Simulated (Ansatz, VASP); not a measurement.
One calculation of Fe, two programs

```xyz
1
Lattice="0.0000 1.7920 1.7920 1.7920 0.0000 1.7920 1.7920 1.7920 0.0000" Properties=species:S:1:pos:R:3 pbc="T T T"
Fe    0.0000    0.0000    0.0000
```

Alike in both runs: task single point; functional PBE; k mesh 26 × 26 × 26; occupations fermi-dirac, width 0.1 eV; no spin polarisation.

```csv
,VASP,Ansatz
version,VASP 6.6.1,Ansatz 0.2.0
potentials or method,"VASP PAW PBE potentials, release 64 (Fe), cutoff 520 eV","plane waves (420 eV) with PAW, scalar-relativistic"
valence electrons in the cell,8,16
```

|  | VASP | Ansatz | Ansatz less VASP |
| --- | --- | --- | --- |
| pressure (GPa) | -24.7 | -24.6 | +0.06 |

VASP's potentials hold 8 valence electrons a cell and Ansatz's 16, so a difference there can come from the potentials and not from the codes.
